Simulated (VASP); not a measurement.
The system is Al2Cu.

```
Cu Al
1.0
     4.10518    0.00000    0.00000
     0.00000    4.10518    0.00000
     0.00000    0.00000    2.89131
Cu Al
1 2
Direct
  0.00000 0.00000 0.00000
  0.00000 0.50000 0.50000
  0.50000 0.00000 0.50000
```

| Property | Result |
| --- | --- |
| Program | VASP 6.6.1 |
| Task | relaxation of cell and atoms |
| Functional | PBEsol |
| Potentials or basis | VASP PAW PBE potentials, release 64 (Cu, Al) |
| Cutoff | 600 eV |
| k mesh | 7 × 7 × 9 |
| Occupations | fermi-dirac, width 0.05 eV |
| Spin | no spin polarisation |

At the start: pressure -2.2 GPa; volume 16.24 Å³/atom.

Task: How do energy, volume and symmetry change on relaxing?

Result: Over 6 steps the energy falls by 3.0 meV/atom and the volume is 15.89 Å³/atom (-2.2 %); space group P4/mmm (No. 123, to 0.05 Å).

Step by step:
```
step  energy change (eV)  largest force (eV/Å)  pressure (GPa)  volume (Å³)
   1              0.0000                0.0000           -2.18        48.73
   2             -0.0074                0.0000            0.92        47.19
   3             -0.0084                0.0000            0.12        47.59
   4             -0.0084                0.0000            0.04        47.61
   5             -0.0088                0.0000            0.01        47.64
   6             -0.0089                0.0000           -0.04        47.67
```

Final structure:
```
Cu Al
1.0
     4.09052    0.00000    0.00000
     0.00000    4.09052    0.00000
     0.00000    0.00000    2.84870
Cu Al
1 2
Direct
  0.00000 0.00000 0.00000
  0.00000 0.50000 0.50000
  0.50000 0.00000 0.50000
```

Caveat: the PAW data sets were made with another functional, which shifts forces and pressure a little.
